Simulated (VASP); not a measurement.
# AlCu3 (Pm-3m) in VASP: further runs

The runs below take AlCu3 through relaxation of cell and atoms, single point, with PBEsol.

Everything below comes from runs of VASP 6.6.1. Logs are shortened: lines on timing, memory, paths and dates and some standing lists are left out, and cuts for length are marked.

## 1. The cell of the first run

It takes space group Pm-3m (No. 221, cubic). The conventional cell has a = 3.532 Å, b = 3.532 Å, c = 3.532 Å, α = 90.00°, β = 90.00°, γ = 90.00°. Al (site symmetry m-3m) has 12 Cu at 2.50 Å within 3.3 Å. Cu (site symmetry 4/mmm) has 4 Al at 2.50 Å and 8 Cu at 2.50 Å within 3.3 Å.

## 2. Relaxation of cell and atoms, PBEsol, target pressure 15 GPa, at which the enthalpy is minimised

Contents of INCAR:

```
SYSTEM = AlCu3
  PREC = Accurate
  ENCUT = 600
  EDIFF = 1E-6
  ISMEAR = 0
  SIGMA = 0.1
  LREAL = .False.
  LASPH = .True.
  NELM = 60
  ALGO = Normal
  ISIF = 3
  LWAVE = .False.
  LCHARG = .False.
  GGA = PS
  IBRION = 2
  NSW = 70
  EDIFFG = -0.008
  PSTRESS = 150.0
```

Contents of KPOINTS:

```
Automatic mesh
0
Gamma
  12 12 12
  0 0 0
```

Contents of POSCAR:

```
AlCu3
1.0
    3.5321674039      0.0000000000      0.0000000000
    0.0000000000      3.5321674039      0.0000000000
    0.0000000000      0.0000000000      3.5321674039
Al Cu
1 3
Direct
    0.0000000000      0.0000000000      0.0000000000
    0.5000000000      0.5000000000      0.0000000000
    0.5000000000      0.0000000000      0.5000000000
    0.0000000000      0.5000000000      0.5000000000
```

Potentials or basis: VASP PAW PBE potentials, release 64 (Al, Cu).

Command:

```sh
$ cat potpaw_PBE.64/Al/POTCAR potpaw_PBE.64/Cu/POTCAR > POTCAR
$ mpirun -np 1 vasp_std > vasp.out
```

OUTCAR:

```text
SYSTEM = AlCu3
   PREC = Accurate
   ENCUT = 600
   EDIFF = 1E-6
   ISMEAR = 0
   LREAL = .False.
   LASPH = .True.
   NELM = 60
   ISIF = 3
   GGA = PS
   IBRION = 2
   NSW = 70
   EDIFFG = -0.008
   PSTRESS = 150.0

 ion  position               nearest neighbor table
   1  0.000  0.000  0.000-   2 2.50   3 2.50   4 2.50   3 2.50   4 2.50   2 2.50   4 2.50   4 2.50
                             2 2.50   3 2.50   3 2.50   2 2.50
   2  0.500  0.500  0.000-   1 2.50   3 2.50   4 2.50   3 2.50   4 2.50   1 2.50   3 2.50   3 2.50
                             1 2.50   4 2.50   4 2.50   1 2.50
   3  0.500  0.000  0.500-   1 2.50   2 2.50   4 2.50   1 2.50   2 2.50   2 2.50   4 2.50   2 2.50
                             1 2.50   4 2.50   1 2.50   4 2.50
   4  0.000  0.500  0.500-   1 2.50   2 2.50   3 2.50   1 2.50   2 2.50   1 2.50   3 2.50   1 2.50
                             2 2.50   3 2.50   2 2.50   3 2.50

  LATTYP: Found a simple cubic cell.
 ALAT       =     3.5321674039

  Lattice vectors:

 A1 = (   3.5321674039,   0.0000000000,   0.0000000000)
 A2 = (   0.0000000000,   3.5321674039,   0.0000000000)
 A3 = (   0.0000000000,   0.0000000000,   3.5321674039)

Analysis of symmetry for initial positions (statically):
=====================================================================
 Subroutine PRICEL returns:
 Original cell was already a primitive cell.

 Routine SETGRP: Setting up the symmetry group for a
 simple cubic supercell.

 Subroutine GETGRP returns: Found 48 space group operations
 (whereof 48 operations were pure point group operations)
 out of a pool of 48 trial point group operations.

The static configuration has the point symmetry O_h .

Analysis of symmetry for dynamics (positions and initial velocities):
=====================================================================
 Subroutine PRICEL returns:
 Original cell was already a primitive cell.

 Routine SETGRP: Setting up the symmetry group for a
 simple cubic supercell.

 Subroutine GETGRP returns: Found 48 space group operations
 (whereof 48 operations were pure point group operations)
 out of a pool of 48 trial point group operations.

The dynamic configuration has the point symmetry O_h .

 Subroutine INISYM returns: Found 48 space group operations
 (whereof 48 operations are pure point group operations),
 and found     1 'primitive' translations

----------------------------------------------------------------------------------------

                                     Primitive cell
[... 102 lines left out ...]
   ISYM   =      2    0-nonsym 1-usesym 2-fastsym
   POTIM  = 0.5000    time-step for ionic-motion
   TEBEG  =    0.0;   TEEND  =   0.0 temperature during run
   PSTRESS=  150.0 pullay stress
   NELECT =      36.0000    total number of electrons
   NUPDOWN=      -1.0000    fix difference up-down
   EMIN   =  10.00;   EMAX   =-10.00  energy-range for DOS
   EFERMI =   0.00;   METHOD = LEGACY
   ISMEAR =     0;   SIGMA  =   0.10  broadening in eV -4-tet -1-fermi 0-gaus
   EFERMI_NEDOS =   21; number of points for ismear=-14 and -15
   IALGO  =     38    algorithm
   IMIX   =      4    mixing-type and parameters
     AMIX     =   0.40;   BMIX     =  1.00
     AMIX_MAG =   1.60;   BMIX_MAG =  1.00
  volume/ion in A,a.u.               =      11.02        74.35
  Fermi-wavevector in a.u.,A,eV,Ry     =   1.530386  2.892011 31.865961  2.342082
  Thomas-Fermi vector in A             =   2.637876
   LORBIT       =      0    0 simple, 1 ext, 2 COOP (PROOUT), +10 PAW based schemes
   GGA     = PS    functional components
   LHFCALC =     F    Hartree Fock is set to
   AEXX    =    0.0000 exact exchange contribution
   IVDW    =     0    specifies the selected vdW correction
   LEPSILON=     F    determine dielectric tensor
   LRPA    =     F    only Hartree local field effects (RPA)
 conjugate gradient relaxation of ions
 non-spin polarized calculation
 Gauss-broadening in eV      SIGMA  =   0.10
  energy-cutoff  :      600.00
  volume of cell :       44.07
 maximum number of plane-waves:      1492
   NGX = 15   NGY = 15   NGZ = 15

--------------------------------------- Ionic step        1  -------------------------------------------

 number of electron      35.9999993 magnetization

 Free energy of the ion-electron system (eV)
  ---------------------------------------------------
  ext. energy  EPLUGINS =         0.00000000
  ---------------------------------------------------
  free energy    TOTEN  =       -17.59376832 eV

  energy without entropy =      -17.58809468  energy(sigma->0) =      -17.59093150

------------------------ aborting loop because EDIFF is reached ----------------------------------------

  FORCE on cell =-STRESS in cart. coord.  units (eV):
  Direction    XX          YY          ZZ          XY          YZ          ZX
  --------------------------------------------------------------------------------------
  -------------------------------------------------------------------------------------
  Total        4.4182212      4.4182212      4.4182212     -0.0000000      0.0000000     -0.0000000
  in kB      160.6327889    160.6327889    160.6327889     -0.0000000      0.0000000     -0.0000000
  external PRESSURE =      10.6327889 kB  Pullay stress =     150.0000000 kB
[... 67 lines left out ...]
--------------------------------------- Ionic step        3  -------------------------------------------

 number of electron      35.9999980 magnetization

 Free energy of the ion-electron system (eV)
  ---------------------------------------------------
  ext. energy  EPLUGINS =         0.00000000
  ---------------------------------------------------
  free energy    TOTEN  =       -17.61472643 eV

  energy without entropy =      -17.60910278  energy(sigma->0) =      -17.61191460

 E-fermi :   9.6571     XC(G=0): -12.9276

 val. band max:        9.6253045256   @ k =   0.5000   0.2500   0.2500
 cond. band min:       9.6627158643   @ k =   0.2500   0.1667   0.1667
 fundamental gap:      0.0374113386
 Fermi energy:         9.6570863927

 k-point     1 :       0.0000    0.0000    0.0000
  band No.  band energies     occupation
      1      -1.6856      2.00000
      2       3.7186      2.00000
      3       4.3497      2.00000
      4       4.3497      2.00000
      5       4.6522      2.00000
      6       4.6522      2.00000
[... 589 lines left out ...]
     21      16.2301      0.00000
     22      16.3025      0.00000

 [... further k-points ...]

------------------------ aborting loop because EDIFF is reached ----------------------------------------

  FORCE on cell =-STRESS in cart. coord.  units (eV):
  Direction    XX          YY          ZZ          XY          YZ          ZX
  --------------------------------------------------------------------------------------
  -------------------------------------------------------------------------------------
  Total        4.1518663      4.1518663      4.1518663     -0.0000000     -0.0000000      0.0000000
  in kB      150.2123262    150.2123262    150.2123262     -0.0000000     -0.0000000      0.0000000
  external PRESSURE =       0.2123262 kB  Pullay stress =     150.0000000 kB
[... 23 lines left out ...]
  energy  without entropy=      -17.6091027761  energy(sigma->0) =      -17.61191460

  enthalpy is  TOTEN    =       -13.4687287997 eV   P V=        4.1459976306

 reached required accuracy - stopping structural energy minimisation
```

OSZICAR:

```text
N       E                     dE             d eps       ncg     rms          rms(c)
DAV:   1     0.261377712748E+03    0.26138E+03   -0.17626E+04  3800   0.295E+03
DAV:   2    -0.472073841730E+01   -0.26610E+03   -0.25964E+03  3696   0.420E+02
DAV:   3    -0.222936231158E+02   -0.17573E+02   -0.16938E+02  4278   0.162E+02
[... 24 lines left out ...]
DAV:   3    -0.176153804755E+02    0.10176E-01   -0.45755E-02  4232   0.560E+00    0.181E-01
DAV:   4    -0.176147660522E+02    0.61442E-03   -0.10458E-03  4566   0.336E-01    0.344E-02
DAV:   5    -0.176147305990E+02    0.35453E-04   -0.80331E-05  5170   0.173E-01    0.129E-02
DAV:   6    -0.176147271880E+02    0.34110E-05   -0.10963E-05  5562   0.549E-02    0.265E-03
DAV:   7    -0.176147264303E+02    0.75774E-06   -0.94825E-07  2304   0.156E-02
   3 F= -.13468729E+02 E0= -.13465917E+02  d E =-.725714E-03
```

CONTCAR:

```text
AlCu3
   1.00000000000000
     3.5379318064162013   -0.0000000000000000   -0.0000000000000000
    -0.0000000000000000    3.5379318064162013    0.0000000000000000
    -0.0000000000000000    0.0000000000000000    3.5379318064162013
  Al              Cu
     1     3
Direct
     0.0000000000000000    0.0000000000000000    0.0000000000000000
     0.5000000000000000    0.5000000000000000    0.0000000000000000
     0.5000000000000000    0.0000000000000000    0.5000000000000000
     0.0000000000000000    0.5000000000000000    0.5000000000000000

  0.00000000E+00  0.00000000E+00  0.00000000E+00
  0.00000000E+00  0.00000000E+00  0.00000000E+00
  0.00000000E+00  0.00000000E+00  0.00000000E+00
  0.00000000E+00  0.00000000E+00  0.00000000E+00
```

Run time: 4.4 min. Hardware: 1 thread of AMD EPYC 7R13, shared host; peak memory 0.19 GiB.

Results:

- Free energy: -17.6147 eV
- Relaxed volume: 11.07 Å³/atom
- Relaxed cell: a = 3.538 Å, b = 3.538 Å, c = 3.538 Å, α = 90.00°, β = 90.00°, γ = 90.00°
- Space group after relaxing (to 0.1 Å): Pm-3m (No. 221)
- Energy change on relaxing (the run minimises the enthalpy): -5.2 meV/atom
- Ionic steps: 3
- Pressure after relaxing: 15.0 GPa
- Band gap on the k mesh: zero (bands 18 and 19 overlap by 5.93 eV)

Step by step:
```
step  energy change (eV)  largest force (eV/Å)  pressure (GPa)  volume (Å³)
   1              0.0000                0.0000           16.06        44.07
   2             -0.0436                0.0000           13.82        44.54
   3             -0.0210                0.0000           15.02        44.28
```

Final structure:
```
Al Cu
1.0
     3.53793    0.00000    0.00000
     0.00000    3.53793    0.00000
     0.00000    0.00000    3.53793
Al Cu
1 3
Cartesian
  0.0000 0.0000 0.0000
  1.7690 1.7690 0.0000
  1.7690 0.0000 1.7690
  0.0000 1.7690 1.7690
```

Levels at points of the mesh, in eV from the Fermi level:
```csv
k point,band 15,band 16,band 17,band 18,band 19,band 20,band 21,band 22
"(0.00, 0.00, 0.00)",-2.15,-2.15,-0.39,-0.39,-0.39,4.72,4.72,5.74
"(0.50, 0.00, 0.00)",-3.08,-2.63,-2.15,4.03,4.03,4.09,4.09,4.92
"(0.50, 0.50, 0.00)",-3.09,-2.95,-2.50,-1.21,-1.21,6.70,6.70,6.87
"(0.50, 0.50, 0.50)",-3.17,-2.35,-2.35,-2.35,-1.72,1.76,2.02,2.02
```

Caveat: the cell is relaxed towards a set pressure, so the run minimises the enthalpy, not the energy; the PAW data sets were made with another functional, which shifts forces and pressure a little.

## 3. Single point, PBEsol

This run uses another cell than the first one, of 9.51 Å³/atom.

Contents of INCAR:

```
  ALGO = Fast
  EDIFF = 1E-6
  ENCUT = 520
  GGA = PS
  ISIF = 2
  ISMEAR = 0
  LASPH = True
  LCHARG = False
  LREAL = False
  LWAVE = False
  NBANDS = 26
  NELM = 60
  PREC = Accurate
  SIGMA = 0.1
```

Contents of KPOINTS:

```
k-points
0
Gamma
  12 12 12
```

Contents of POSCAR:

```
AlCu3
1.0
    3.3636637877      0.0000000000      0.0000000000
    0.0000000000      3.3636637877      0.0000000000
    0.0000000000      0.0000000000      3.3636637877
Al Cu
1 3
Direct
    0.0000000000      0.0000000000      0.0000000000
    0.5000000000      0.5000000000      0.0000000000
    0.5000000000      0.0000000000      0.5000000000
    0.0000000000      0.5000000000      0.5000000000
```

Potentials or basis: VASP PAW PBE potentials, release 64 (Al, Cu).

Command:

```sh
$ cat potpaw_PBE.64/Al/POTCAR potpaw_PBE.64/Cu/POTCAR > POTCAR
$ mpirun -np 1 vasp_std > vasp.out
```

OUTCAR:

```text
EDIFF = 1E-6
   ENCUT = 520
   GGA = PS
   ISIF = 2
   ISMEAR = 0
   LASPH = True
   LREAL = False
   NELM = 60
   PREC = Accurate

 ion  position               nearest neighbor table
   1  0.000  0.000  0.000-   2 2.38   3 2.38   4 2.38   3 2.38   4 2.38   2 2.38   4 2.38   4 2.38
                             2 2.38   3 2.38   3 2.38   2 2.38
   2  0.500  0.500  0.000-   1 2.38   3 2.38   4 2.38   3 2.38   4 2.38   1 2.38   3 2.38   3 2.38
                             1 2.38   4 2.38   4 2.38   1 2.38
[... 903 lines left out ...]
  --------------------------------------------------------------------------------------
  -------------------------------------------------------------------------------------
  Total       13.9035879     13.9035879     13.9035879     -0.0000000      0.0000000     -0.0000000
  in kB      585.3285779    585.3285779    585.3285779     -0.0000000      0.0000000     -0.0000000
  external PRESSURE =     585.3285779 kB  Pullay stress =       0.0000000 kB

 VOLUME and BASIS-vectors are now :
 -----------------------------------------------------------------------------
  energy-cutoff  :      520.00
  volume of cell :       38.06
      direct lattice vectors                 reciprocal lattice vectors
     3.363663788  0.000000000  0.000000000     0.297294873  0.000000000  0.000000000
     0.000000000  3.363663788  0.000000000     0.000000000  0.297294873  0.000000000
     0.000000000  0.000000000  3.363663788     0.000000000  0.000000000  0.297294873

 POSITION                                       TOTAL-FORCE (eV/Angst)
 -----------------------------------------------------------------------------------
      0.00000      0.00000      0.00000         0.000000      0.000000      0.000000
      1.68183      1.68183      0.00000         0.000000      0.000000      0.000000
      1.68183      0.00000      1.68183         0.000000      0.000000      0.000000
      0.00000      1.68183      1.68183         0.000000      0.000000      0.000000
 -----------------------------------------------------------------------------------
    total drift:                                0.000000      0.000000      0.000000

  FREE ENERGIE OF THE ION-ELECTRON SYSTEM (eV)
  ---------------------------------------------------
  free  energy   TOTEN  =       -16.2544261359 eV

  energy  without entropy=      -16.2477168597  energy(sigma->0) =      -16.25107150
```

OSZICAR:

```text
N       E                     dE             d eps       ncg     rms          rms(c)
DAV:   1     0.250782800181E+03    0.25078E+03   -0.15598E+04  4728   0.234E+03
DAV:   2    -0.166636488833E+01   -0.25245E+03   -0.24111E+03  4372   0.364E+02
DAV:   3    -0.212583318476E+02   -0.19592E+02   -0.18917E+02  5010   0.139E+02
DAV:   4    -0.217020304203E+02   -0.44370E+00   -0.44248E+00  6346   0.244E+01
DAV:   5    -0.217102235337E+02   -0.81931E-02   -0.81922E-02  6686   0.263E+00    0.191E+01
RMM:   6    -0.186279540564E+02    0.30823E+01   -0.39868E+01  4995   0.979E+01    0.104E+01
RMM:   7    -0.163102895411E+02    0.23177E+01   -0.86426E+00  4875   0.467E+01    0.246E+00
RMM:   8    -0.162551987870E+02    0.55091E-01   -0.27580E-01  5523   0.508E+00    0.393E-01
RMM:   9    -0.162541595803E+02    0.10392E-02   -0.57933E-02  5493   0.189E+00    0.154E-01
RMM:  10    -0.162545393137E+02   -0.37973E-03   -0.68201E-03  5744   0.883E-01    0.174E-01
RMM:  11    -0.162543934575E+02    0.14586E-03   -0.31188E-03  5617   0.607E-01    0.758E-02
RMM:  12    -0.162543833588E+02    0.10099E-04   -0.88603E-04  5889   0.353E-01    0.276E-02
RMM:  13    -0.162544149058E+02   -0.31547E-04   -0.30952E-04  5919   0.115E-01    0.322E-02
RMM:  14    -0.162544253258E+02   -0.10420E-04   -0.62385E-05  5550   0.793E-02    0.507E-02
RMM:  15    -0.162544263218E+02   -0.99598E-06   -0.73671E-05  5097   0.129E-01    0.224E-02
RMM:  16    -0.162544261359E+02    0.18586E-06   -0.88452E-06  4562   0.228E-02
   1 F= -.16254426E+02 E0= -.16251071E+02  d E =-.670928E-02
```

stdout:

```text
POSCAR found type information on POSCAR AlCu
 POSCAR found :  2 types and       4 ions
 scaLAPACK will be used
 -----------------------------------------------------------------------------
|                                                                             |
|                                                                             |
|     You enforced a specific xc type in the INCAR file but a different       |
|     I HOPE YOU KNOW WHAT YOU ARE DOING!                                     |
|                                                                             |
 -----------------------------------------------------------------------------

 LDA part: xc-table for (Slater+PW92), standard interpolation
 POSCAR, INCAR and KPOINTS ok, starting setup
 FFT: planning ... GRIDC
 FFT: planning ... GRID_SOFT
 FFT: planning ... GRID
 WAVECAR not read
 entering main loop
WARNING in EDDRMM: call to ZHEGV failed, returncode =   6  3     24
```

It took 58 s on 1 thread of Intel Xeon Platinum 8488C (Sapphire Rapids), shared host; peak memory 0.19 GiB.

Results:

* Free energy: -16.2544 eV
* Pressure: 58.5 GPa
* Band gap on the k mesh: zero (bands 18 and 19 overlap by 6.69 eV)

Caveat: the cell stands under pressure; the PAW data sets were made with another functional, which shifts forces and pressure a little.

## 4. Single point, PBEsol

This run uses another cell than the first one, of 10.40 Å³/atom.

Contents of INCAR:

```
PREC     = Accurate       # precision mode
ENCUT    = 520            # plane-wave cutoff, eV
EDIFF    = 1E-6           # SCF threshold, eV
ISMEAR   = 0              # smearing method
SIGMA    = 0.1            # smearing width, eV
LREAL    = F              # projectors in reciprocal space
LASPH    = T              # aspherical terms in the spheres
NELM     = 100            # most SCF steps
ALGO     = Normal         # electronic algorithm
ISIF     = 2              # what is computed and relaxed
LWAVE    = F              # write WAVECAR
LCHARG   = T              # write CHGCAR
GGA      = PS             # functional
LELF     = T              # ELF
LVHAR    = T            
NBANDS   = 26             # bands
```

Contents of KPOINTS:

```
Automatic mesh
0
Gamma
  12 12 12
```

Contents of POSCAR:

```
AlCu3
1.0
    3.4647018092      0.0000000000      0.0000000000
    0.0000000000      3.4647018092      0.0000000000
    0.0000000000      0.0000000000      3.4647018092
Al Cu
1 3
Direct
    0.0000000000      0.0000000000      0.0000000000
    0.5000000000      0.5000000000      0.0000000000
    0.5000000000      0.0000000000      0.5000000000
    0.0000000000      0.5000000000      0.5000000000
```

Command:

```sh
$ cat potpaw_PBE.64/Al/POTCAR potpaw_PBE.64/Cu/POTCAR > POTCAR
$ mpirun -np 1 vasp_std > vasp.out
```

Wall time 46 s (1 thread of Intel Xeon Platinum 8488C (Sapphire Rapids), shared host); peak memory 0.21 GiB.

Results (log left out):

```yaml
Free_energy: -17.2374 eV
Pressure: 30.4 GPa
Band_gap_on_the_k_mesh: zero (bands 18 and 19 overlap by 6.24 eV)
```

Levels at points of the mesh, in eV from the Fermi level:
```
           k point  band 16  band 17  band 18  band 19  band 20  band 21
(0.00, 0.00, 0.00)    -2.24    -0.48    -0.48    -0.48     4.96     4.96
(0.50, 0.00, 0.00)    -2.78    -2.24     4.12     4.12     4.31     4.31
(0.50, 0.50, 0.00)    -3.12    -2.63    -1.22    -1.22     6.90     6.90
(0.50, 0.50, 0.50)    -2.46    -2.46    -2.46    -1.95     2.09     2.21
```

Caveat: the cell stands under pressure; the PAW data sets were made with another functional, which shifts forces and pressure a little.

(Part 1 of 2 ends here.)
